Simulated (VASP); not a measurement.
Runs of VASP 6.6.1 on KCl. The structure is that of space group Fm-3m (No. 225), or close to it. The cells are those of the table. 

| cell | gap on the mesh (eV) | pressure (GPa) |
| --- | --- | --- |
| a = 4.486, b = 4.463 Å, angles 60.2, 59.7, 60.2°, 2 atoms | (d) | -0.4 |
| a = 4.441, b = 4.463 Å, angles 59.8, 60.3, 59.8°, 2 atoms | 5.83 | (c) |
| a = 4.419, b = 4.463 Å, angles 59.7, 60.7, 59.7°, 2 atoms | 5.86 | 0.2 |
| a = 4.554, b = 4.463 Å, angles 60.7, 58.7, 60.7°, 2 atoms | 5.65 | -0.8 |
| a = 4.542, b = 4.463 Å, angles 60.6, 58.9, 60.6°, 2 atoms | 5.67 | -0.7 |
| a = 4.531, b = 4.463 Å, angles 60.5, 59.0, 60.5°, 2 atoms | (b) | -0.7 |
| a = 4.508, b = 4.463 Å, angles 60.3, 59.3, 60.3°, 2 atoms | (a) | -0.5 |

Alike in all rows: task single point; level r2SCAN; potentials or basis VASP PAW PBE potentials, release 64 (K_sv, Cl); no spin polarisation; k mesh 6 × 6 × 6; cutoff (eV) 520; smearing gaussian 0.05 eV.

Problem. Estimate the missing entries.

Solution. (a) 5.72; (b) 5.69; (c) 0.0; (d) 5.76.

Caveats: the PAW data sets were made with another functional, which shifts forces and pressure a little.

